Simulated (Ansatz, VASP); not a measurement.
## One calculation of V, two programs

The input INCAR:

```
SYSTEM = V
PREC = Accurate
ENCUT = 520
EDIFF = 1E-6
ISMEAR = 0
SIGMA = 0.15
LREAL = .False.
LASPH = .True.
NELM = 80
ALGO = Fast
ISIF = 2
LWAVE = .False.
LCHARG = .False.
GGA = PE
NBANDS = 12
```

File KPOINTS:

```
Automatic mesh
0
Gamma
  24 24 24
  0 0 0
```

POSCAR

```
V
1.0
    0.0000000000      2.1271726627      1.5039110725
    2.1271726627      0.0000000000      1.5039110725
    2.1271726627      2.1271726627      0.0000000000
V
1
Direct
    0.0000000000      0.0000000000      0.0000000000
```

Input for Ansatz:

```yaml
crystal:
  lattice:
    - [0.0, 2.1271726627, 1.5039110725]
    - [2.1271726627, 0.0, 1.5039110725]
    - [2.1271726627, 2.1271726627, 0.0]
  atoms:
    - { symbol: V, position: [0.0, 0.0, 0.0] }
basis:
  ecutwfc: 420
kpoints:
  mp_grid: { grid: [24, 24, 24] }
hamiltonian:
  xc: pbe
scf:
  occupations: { method: gaussian, width: 0.15 }
output:
  forces: true
  stress: true
  eigenvalues: true
```

Alike in both runs: task single point; functional PBE; k mesh 24 × 24 × 24; occupations gaussian, width 0.15 eV; no spin polarisation.

```csv
,VASP,Ansatz
version,VASP 6.6.1,Ansatz 0.2.0
potentials or method,"VASP PAW PBE potentials, release 64 (V_sv), cutoff 520 eV","scalar-relativistic, plane waves, PAW"
valence electrons in the cell,13,13
```

|  | VASP | Ansatz | Ansatz less VASP |
| --- | --- | --- | --- |
| gap on the k mesh at the Fermi level (eV) | none | none | - |
| pressure (GPa) | -1.7 | -2.0 | -0.27 |

A gap of «none» marks a metal or a gap that the smearing closes.
